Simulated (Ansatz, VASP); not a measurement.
## One calculation of Sn4SeS3, two programs

```
Sn Se S
1.0
     4.21209   -5.95680    0.00000
     4.21209    5.95680    0.00000
     0.00000    0.00000    4.21209
Sn Se S
4 1 3
Direct
  0.25000 0.75000 0.00000
  0.75000 0.25000 0.00000
  0.25000 0.25000 0.50000
  0.75000 0.75000 0.50000
  0.00000 0.00000 0.00000
  0.50000 0.50000 0.00000
  0.00000 0.50000 0.50000
  0.50000 0.00000 0.50000
```

Alike in both runs: task single point; functional PBE; k mesh 4 × 4 × 4; occupations gaussian, width 0.1 eV; no spin polarisation.

```csv
,VASP,Ansatz
version,VASP 6.6.1,Ansatz 0.2.0
potentials or method,"VASP PAW PBE potentials, release 64 (Sn_d, Se, S), cutoff 520 eV","scalar-relativistic, plane waves, PAW"
valence electrons in the cell,80,90
```

VASP gave:

| Quantity | Value |
| --- | --- |
| gap on the k mesh at the Fermi level (eV) | 0.32 |
| least direct gap on the mesh (eV) | 0.32 |
| pressure (GPa) | -1.6 |
| traceless stress, the component that is largest in VASP (GPa) | 0.05 |
| rms of the force components (eV/Å) | 0.155 |

Q: Which values does Ansatz return?

A: gap on the k mesh at the Fermi level (eV): 0.32; least direct gap on the mesh (eV): 0.32; pressure (GPa): -1.6; traceless stress, the component that is largest in VASP (GPa): 0.05; rms of the force components (eV/Å): 0.154.

Atom by atom the forces differ by 0.001 eV/Å (rms over components). VASP's potentials hold 80 valence electrons a cell and Ansatz's 90, so a difference there can come from the potentials and not from the codes.
